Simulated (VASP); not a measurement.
A run of VASP 6.6.1 is set up as follows.

The input INCAR:

```
PREC = Accurate
ENCUT = 600
EDIFF = 1E-6
ISMEAR = 0
SIGMA = 0.1
LREAL = False
LASPH = True
NELM = 120
ALGO = Normal
ISIF = 2
LWAVE = False
LCHARG = True
GGA = PE
LELF = True
LVHAR = True
NBANDS = 14
GGA_COMPAT = False
```

The input KPOINTS:

```
regular mesh
0
Gamma
  6 6 6
```

The input POSCAR:

```
CoH3
1.0
    2.6113350000      0.0000000000      0.0000000000
    0.0000000000      2.6113350000      0.0000000000
    0.0000000000      0.0000000000      2.6113350000
Co H
1 3
Direct
    0.0000000000      0.0000000000      0.0000000000
    0.0000000000      0.5000000000      0.5000000000
    0.5000000000      0.0000000000      0.5000000000
    0.5000000000      0.5000000000      0.0000000000
```

Potentials or basis: VASP PAW PBE potentials, release 64 (Co, H).

Run with:

```console
$ cat potpaw_PBE.64/Co/POTCAR potpaw_PBE.64/H/POTCAR > POTCAR
$ mpirun -np 1 vasp_std > vasp.out
```

(1) Estimate the band gap on the k mesh.

(2) What does it give for the pressure?

Results:

(1) zero (band 6 reaches 12.48 eV, above the bottom of band 7 at 8.00 eV).

(2) -0.2 GPa.

Caveat: the k points lie up to 0.40 Å⁻¹ apart.
